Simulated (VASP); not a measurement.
# Ta2NbO2 (P1) in VASP: relaxation of cell and atoms with PBE

Aim: the relaxation of cell and atoms of Ta2NbO2 with PBE.

All numbers are computed with VASP 6.6.1; they aren't measurements. Logs are shortened: lines on timing, memory, paths and dates and some standing lists are left out, and cuts for length are marked.

## 1. The cell of the first run

The typed cell holds 10 atoms: a = 4.437 Å, b = 5.007 Å, c = 7.718 Å, α = 92.34°, β = 92.50°, γ = 101.66°.

## 2. Relaxation of cell and atoms, PBE

Input file INCAR:

```
PREC = Accurate
ENCUT = 600
EDIFF = 1E-6
ISMEAR = 0
SIGMA = 0.1
LREAL = False
LASPH = True
NELM = 100
ALGO = Normal
ISIF = 3
LWAVE = False
LCHARG = False
GGA = PE
IBRION = 2
NSW = 90
EDIFFG = -0.04
```

Input file KPOINTS:

```
regular mesh
0
Gamma
  4 4 2
```

Input file POSCAR:

```
Ta2NbO2
1.0
    4.4368546882      0.0000000000      0.0000000000
   -1.0119554894      4.9033524189      0.0000000000
   -0.3362390627     -0.3911678604      7.7006550777
Ta Nb O
4 2 4
Direct
    0.4514873639      0.0529964977      0.0390276402
    0.5821202293      0.9594670543      0.5515690714
    0.0190217991      0.4213433843      0.0422291517
    0.9855905681      0.6240748479      0.5484317883
    0.4830559945      0.4985469332      0.7780096454
    0.4062191255      0.3957934219      0.3758689566
    0.5493654839      0.0241345901      0.2902793688
    0.5262155910      0.9324444248      0.8004724145
    0.0008952742      0.5380708976      0.2820223116
    0.9960285704      0.5531279484      0.7920896514
```

Potentials or basis: VASP PAW PBE potentials, release 64 (Ta_pv, Nb_sv, O).

Launch:

```
$ cat potpaw_PBE.64/Ta_pv/POTCAR potpaw_PBE.64/Nb_sv/POTCAR potpaw_PBE.64/O/POTCAR > POTCAR
$ mpirun -np 1 vasp_std > vasp.out
```

OUTCAR:

```text
PREC = Accurate
   ENCUT = 600
   EDIFF = 1E-6
   ISMEAR = 0
   LREAL = False
   LASPH = True
   NELM = 100
   ISIF = 3
   GGA = PE
   IBRION = 2
   NSW = 90
   EDIFFG = -0.04

 ion  position               nearest neighbor table
   1  0.451  0.053  0.039-   8 1.98   7 1.99   3 2.80   3 2.92   5 3.05   6 3.09   3 3.35
   2  0.582  0.959  0.552-   8 1.95   7 2.06   4 2.69   4 2.83   6 2.84   5 2.93   6 3.02   5 3.27
                             4 3.45
   3  0.019  0.421  0.042-   9 1.93  10 2.07   1 2.80   1 2.92   5 2.94   6 3.05   5 3.16   1 3.35

   4  0.986  0.624  0.548-  10 1.93   9 2.09   2 2.69   6 2.74   2 2.83   6 2.84   5 2.89   5 2.95
                             2 3.45
   5  0.483  0.499  0.778-   8 2.14  10 2.23  10 2.24   4 2.89   2 2.93   3 2.94   4 2.95   1 3.05
                             3 3.16   2 3.27
   6  0.406  0.396  0.376-   9 2.17   7 2.17   4 2.74   2 2.84   4 2.84   2 3.02   3 3.05   1 3.09

   7  0.549  0.024  0.290-   1 1.99   2 2.06   6 2.17
   8  0.526  0.932  0.800-   2 1.95   1 1.98   5 2.14
   9  0.001  0.538  0.282-   3 1.93   4 2.09   6 2.17
  10  0.996  0.553  0.792-   4 1.93   3 2.07   5 2.23   5 2.24

  LATTYP: Found a triclinic cell.
 ALAT       =    13.3612711514
 B/A-ratio  =     0.3320683068
 C/A-ratio  =     1.2289848095
 COS(alpha) =     0.0206736200
 COS(beta)  =     0.6925390914
 COS(gamma) =     0.7147093787

  Lattice vectors:

 A1 = (   9.5494258031,  -5.2945202793,   7.7006550777)
 A2 = (   4.4368546882,   0.0000000000,   0.0000000000)
 A3 = (   0.3394773640,  -5.6856881397,  15.4013101554)

Analysis of symmetry for initial positions (statically):
=====================================================================
 Subroutine PRICEL returns:
 Original cell was already a primitive cell.

 Routine SETGRP: Setting up the symmetry group for a
 triclinic supercell.

 Subroutine GETGRP returns: Found  1 space group operations
 (whereof  1 operations were pure point group operations)
 out of a pool of  2 trial point group operations.

The static configuration has the point symmetry C_1 .

Analysis of symmetry for dynamics (positions and initial velocities):
=====================================================================
 Subroutine PRICEL returns:
 Original cell was already a primitive cell.

 Routine SETGRP: Setting up the symmetry group for a
 triclinic supercell.

 Subroutine GETGRP returns: Found  1 space group operations
 (whereof  1 operations were pure point group operations)
 out of a pool of  2 trial point group operations.

[... 113 lines left out ...]
   EDIFFG = -.4E-01   stopping-criterion for IOM
   NSW    =     90    number of steps for IOM
   IBRION =      2    ionic relax: 0-MD 1-quasi-New 2-CG
   NFREE  =      1    steps in history (QN), initial steepest desc. (CG)
   ISIF   =      3    stress and relaxation
   ISYM   =      2    0-nonsym 1-usesym 2-fastsym
   POTIM  = 0.5000    time-step for ionic-motion
   TEBEG  =    0.0;   TEEND  =   0.0 temperature during run
   PSTRESS=    0.0 pullay stress
   NELECT =      94.0000    total number of electrons
   NUPDOWN=      -1.0000    fix difference up-down
   EMIN   =  10.00;   EMAX   =-10.00  energy-range for DOS
   EFERMI =   0.00;   METHOD = LEGACY
   ISMEAR =     0;   SIGMA  =   0.10  broadening in eV -4-tet -1-fermi 0-gaus
   EFERMI_NEDOS =   21; number of points for ismear=-14 and -15
   IALGO  =     38    algorithm
   IMIX   =      4    mixing-type and parameters
     AMIX     =   0.40;   BMIX     =  1.00
     AMIX_MAG =   1.60;   BMIX_MAG =  1.00
  volume/ion in A,a.u.               =      16.75       113.06
  Fermi-wavevector in a.u.,A,eV,Ry     =   1.350264  2.551630 24.806328  1.823214
  Thomas-Fermi vector in A             =   2.477783
   LORBIT       =      0    0 simple, 1 ext, 2 COOP (PROOUT), +10 PAW based schemes
   GGA     = PE    functional components
   LHFCALC =     F    Hartree Fock is set to
   AEXX    =    0.0000 exact exchange contribution
   IVDW    =     0    specifies the selected vdW correction
   LEPSILON=     F    determine dielectric tensor
   LRPA    =     F    only Hartree local field effects (RPA)
 conjugate gradient relaxation of ions
 non-spin polarized calculation
 Gauss-broadening in eV      SIGMA  =   0.10
  energy-cutoff  :      600.00
  volume of cell :      167.53
 maximum number of plane-waves:      5614
   NGX = 17   NGY = 19   NGZ = 31

--------------------------------------- Ionic step        1  -------------------------------------------

 number of electron      94.0000001 magnetization

 Free energy of the ion-electron system (eV)
  ---------------------------------------------------
  ext. energy  EPLUGINS =         0.00000000
  ---------------------------------------------------
  free energy    TOTEN  =       -97.22910611 eV

  energy without entropy =      -97.21412432  energy(sigma->0) =      -97.22161522

------------------------ aborting loop because EDIFF is reached ----------------------------------------

  FORCE on cell =-STRESS in cart. coord.  units (eV):
  Direction    XX          YY          ZZ          XY          YZ          ZX
  --------------------------------------------------------------------------------------
  -------------------------------------------------------------------------------------
  Total       -2.8179720     -2.2531478      3.4796764      1.8733868      0.4801909      0.3500938
  in kB      -26.9495343    -21.5478667     33.2777120     17.9160408      4.5922815      3.3481042
  external PRESSURE =      -5.0732297 kB  Pullay stress =       0.0000000 kB
[... 113 lines left out ...]
  FREE ENERGIE OF THE ION-ELECTRON SYSTEM (eV)
  ---------------------------------------------------
  free  energy   TOTEN  =       -97.4618899312 eV

  energy  without entropy=      -97.4425357333  energy(sigma->0) =      -97.45221283

[... ionic steps 4 to 31 ...]

--------------------------------------- Ionic step       32  -------------------------------------------

 number of electron      94.0000006 magnetization

------------------------ aborting loop because EDIFF is reached ----------------------------------------
[... 83 lines left out ...]
--------------------------------------- Ionic step       34  -------------------------------------------

 number of electron      94.0000008 magnetization

 Free energy of the ion-electron system (eV)
  ---------------------------------------------------
  ext. energy  EPLUGINS =         0.00000000
  ---------------------------------------------------
  free energy    TOTEN  =      -101.18589222 eV

  energy without entropy =     -101.16740986  energy(sigma->0) =     -101.17665104

 E-fermi :   7.1187     XC(G=0): -11.8269

 val. band max:        7.0606085646   @ k =   0.0000   0.5000   0.0000
 cond. band min:       7.2123718332   @ k =   0.0000   0.0000   0.5000
 fundamental gap:      0.1517632686
 Fermi energy:         7.1186593015

 k-point     1 :       0.0000    0.0000    0.0000
  band No.  band energies     occupation
      1     -48.6847      2.00000
      2     -48.6845      2.00000
      3     -28.1849      2.00000
      4     -28.1432      2.00000
      5     -28.0661      2.00000
      6     -27.9887      2.00000
[... 1206 lines left out ...]
  FREE ENERGIE OF THE ION-ELECTRON SYSTEM (eV)
  ---------------------------------------------------
  free  energy   TOTEN  =      -101.1858922214 eV

  energy  without entropy=     -101.1674098607  energy(sigma->0) =     -101.17665104

 reached required accuracy - stopping structural energy minimisation
```

OSZICAR:

```text
N       E                     dE             d eps       ncg     rms          rms(c)
DAV:   1     0.117288443456E+04    0.11729E+04   -0.56231E+04  2272   0.190E+03
DAV:   2     0.105826553049E+02   -0.11623E+04   -0.11282E+04  2544   0.625E+02
DAV:   3    -0.101140137510E+03   -0.11172E+03   -0.10871E+03  3480   0.166E+02
[... 419 lines left out ...]
DAV:   2    -0.101185998885E+03   -0.89833E-03   -0.14104E-02  2512   0.701E-01    0.865E-02
DAV:   3    -0.101185933229E+03    0.65655E-04   -0.10793E-03  3288   0.182E-01    0.480E-02
DAV:   4    -0.101185904478E+03    0.28751E-04   -0.24342E-04  3040   0.808E-02    0.233E-02
DAV:   5    -0.101185892912E+03    0.11566E-04   -0.73309E-05  3120   0.455E-02    0.113E-02
DAV:   6    -0.101185892221E+03    0.69053E-06   -0.85297E-06  2968   0.161E-02
  34 F= -.10118589E+03 E0= -.10117665E+03  d E =-.452422E-03
```

Run time: 65 min. Hardware: 1 thread of Intel Xeon 6975P-C (Granite Rapids), shared host; peak memory 0.44 GiB.

Results:

* Free energy: -101.1859 eV
* Relaxed volume: 14.76 Å³/atom
* Relaxed cell: a = 4.197 Å, b = 4.198 Å, c = 8.379 Å, α = 90.00°, β = 90.00°, γ = 89.98°
* Space group after relaxing (to 0.1 Å): P4/mmm (No. 123)
* Energy gained by relaxing: 395.7 meV/atom
* Ionic steps: 34
* Pressure after relaxing: -0.1 GPa
* Largest force after relaxing: 0.028 eV/Å
* Band gap on the k mesh: zero (bands 47 and 48 overlap by 0.91 eV)

Forces on the atoms (eV/Å):
```
Ta  -0.002  0.002  0.000
Ta   0.009  0.004 -0.004
Ta  -0.015  0.011 -0.006
Ta   0.002  0.002 -0.002
Nb   0.004 -0.012 -0.025
Nb   0.020  0.003  0.010
O   -0.004 -0.014  0.007
O   -0.013  0.003  0.018
O   -0.008  0.012 -0.004
O    0.008 -0.010  0.007
```

The path:
```csv
step,energy change (eV),largest force (eV/Å),pressure (GPa),volume (Å³)
1,0.0000,1.9939,-0.51,167.53
2,-0.1954,1.2872,-1.67,166.19
3,-0.2328,0.6884,-1.69,166.61
4,-0.3294,0.6245,2.19,162.37
5,-0.3335,0.6992,3.31,161.25
6,-0.3837,0.7902,3.01,160.89
7,-0.5077,1.0987,2.20,159.77
8,-0.6254,1.9852,1.08,157.33
9,-0.7699,2.2367,-0.48,157.19
10,-1.1020,2.5798,-4.33,156.67
11,-0.9222,2.3050,-7.29,155.14
12,-1.1844,2.5413,-5.81,156.30
13,-1.3646,2.4731,-5.02,154.84
14,-1.7360,1.8761,-1.56,150.45
15,-1.7512,2.2472,0.96,148.34
16,-2.0725,2.2589,2.27,147.21
17,-2.4215,2.4196,6.71,144.39
18,-2.9390,1.8566,1.05,147.55
19,-3.2624,1.1678,-6.73,153.13
20,-3.5269,1.2494,-1.83,149.56
21,-3.5743,1.3942,1.73,147.34
22,-3.7338,1.1140,1.09,147.22
23,-3.8355,0.8536,0.51,146.98
24,-3.9015,0.3306,-0.09,147.53
25,-3.9218,0.3831,-0.54,148.04
26,-3.9402,0.2491,0.39,147.43
27,-3.9435,0.2034,1.01,147.05
28,-3.9497,0.2065,-0.77,148.08
29,-3.9507,0.1812,-0.30,147.80
30,-3.9539,0.0720,-0.08,147.61
31,-3.9547,0.0857,0.12,147.44
32,-3.9561,0.0545,0.05,147.54
33,-3.9563,0.0489,0.00,147.60
34,-3.9568,0.0276,-0.11,147.64
```

Final structure:
```xyz
10
Lattice="4.1698 0.4680 0.0976 -0.4693 4.1709 0.1011 -0.1704 -0.2218 8.3739" Properties=species:S:1:pos:R:3 pbc="T T T"
Ta    1.6071    4.3937    0.5683
Ta    1.5195    4.2820    4.7553
Ta   -0.2404    2.0724    0.4696
Ta   -0.3277    1.9645    4.6564
Nb    1.7126    2.1429    6.8014
Nb    1.7966    2.2533    2.6114
O     2.0358    0.1688    2.5601
O     1.9521    0.0575    6.7464
O     3.8829    2.4836    2.6602
O     3.7974    2.3773    6.8466
```

Levels at points of the mesh, in eV from the Fermi level:
| k point | band 43 | band 44 | band 45 | band 46 | band 47 | band 48 | band 49 | band 50 | band 51 | band 52 |
| --- | --- | --- | --- | --- | --- | --- | --- | --- | --- | --- |
| (0.00, 0.00, 0.00) | -2.86 | -2.24 | -1.14 | -1.14 | -0.57 | 0.28 | 0.64 | 1.06 | 1.07 | 1.46 |
| (0.50, 0.00, 0.00) | -1.23 | -0.72 | -0.54 | -0.37 | -0.30 | -0.09 | -0.06 | 0.49 | 0.81 | 1.06 |
| (0.00, 0.50, 0.00) | -1.23 | -0.72 | -0.54 | -0.37 | -0.30 | -0.09 | -0.06 | 0.49 | 0.81 | 1.06 |
| (0.50, 0.50, 0.00) | -1.81 | -1.65 | 0.58 | 0.59 | 0.63 | 0.94 | 0.94 | 0.99 | 0.99 | 1.44 |
| (0.00, 0.00, 0.50) | -2.39 | -2.39 | -2.38 | -2.38 | 0.09 | 0.10 | 1.71 | 1.71 | 1.93 | 1.93 |
| (0.50, 0.00, 0.50) | -0.49 | -0.49 | -0.46 | -0.45 | -0.29 | -0.28 | 0.31 | 0.31 | 0.90 | 0.90 |
| (0.00, 0.50, 0.50) | -0.49 | -0.48 | -0.46 | -0.46 | -0.29 | -0.28 | 0.31 | 0.31 | 0.90 | 0.90 |
| (0.50, 0.50, 0.50) | -0.69 | -0.69 | -0.52 | -0.52 | 0.62 | 0.62 | 0.62 | 0.62 | 1.71 | 1.71 |

Caveat: the k points lie up to 0.37 Å⁻¹ apart in the final cell, too coarse for converged energies and pressures of a metal; a cell axis changed by over 15 % at a fixed basis, so the end point is rough; spin-orbit coupling is left out, which moves the levels of the heavy elements.

The gap in the log of VASP goes by the Fermi energy; the results here count the filled bands.